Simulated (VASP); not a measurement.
Wanted: the native input for a VASP 6.6.1 run.

* Task: single point
* Functional: PBE0
* Potentials or basis: VASP PAW PBE potentials, release 64 (Ge_d)
* Cutoff: 520 eV
* k mesh: 4 × 4 × 4
* Occupations: fermi-dirac, width 0.05 eV
* Spin: no spin polarisation
* Dipole correction: no
* Grid for exact exchange (PRECFOCK): Normal
* Further INCAR settings: ALGO = Normal; EDIFF = 1e-06; NBANDS = 21
* Share of exact exchange: 0.25

Ge:

```xyz
2
Lattice="0.0000 2.8844 2.8844 2.8844 0.0000 2.8844 2.8844 2.8844 0.0000" Properties=species:S:1:pos:R:3 pbc="T T T"
Ge    4.3266    4.3266    4.3266
Ge    2.8844    2.8844    2.8844
```

One way to write it, as run:

POSCAR

```
Ge
1.0
    0.0000000000      2.8843929095      2.8843929095
    2.8843929095      0.0000000000      2.8843929095
    2.8843929095      2.8843929095      0.0000000000
Ge
2
Direct
    0.7500000000      0.7500000000      0.7500000000
    0.5000000000      0.5000000000      0.5000000000
```

INCAR.step1

```
  ALGO = Normal
  EDIFF = 1E-5
  ENCUT = 520
  GGA = PE
  ISIF = 2
  ISMEAR = -1
  LASPH = True
  LCHARG = False
  LREAL = False
  LWAVE = True
  NBANDS = 21
  NELM = 60
  PREC = Accurate
  SIGMA = 0.05
```

INCAR.step2

```
  AEXX = 0.25
  ALGO = Normal
  EDIFF = 1E-6
  ENCUT = 520
  GGA = PE
  ISIF = 2
  ISMEAR = -1
  ISTART = 1
  LASPH = True
  LCHARG = False
  LHFCALC = True
  LREAL = False
  LWAVE = False
  NBANDS = 21
  NELM = 60
  PREC = Accurate
  PRECFOCK = Normal
  SIGMA = 0.05
```

KPOINTS

```
k-points
0
Gamma
  4 4 4
```

Potentials or basis: VASP PAW PBE potentials, release 64 (Ge_d).

The run is started by

```bash
$ cat potpaw_PBE.64/Ge_d/POTCAR > POTCAR
$ cp INCAR.step1 INCAR
$ mpirun -np 1 vasp_std > vasp.out
$ cp INCAR.step2 INCAR
$ mpirun -np 1 vasp_std > vasp.out
```

Results of the run:

```yaml
Pressure: -3.1 GPa
Band_gap_on_the_k_mesh: 1.07 eV
```

Caveat: the k points lie up to 0.47 Å⁻¹ apart; the PAW data sets were made with another functional, which shifts forces and pressure a little.

It took 8.6 min on 1 thread of Intel(R) Xeon(R) 6975P-C (Granite Rapids), with other jobs on the host, peak memory 0.17 GiB.
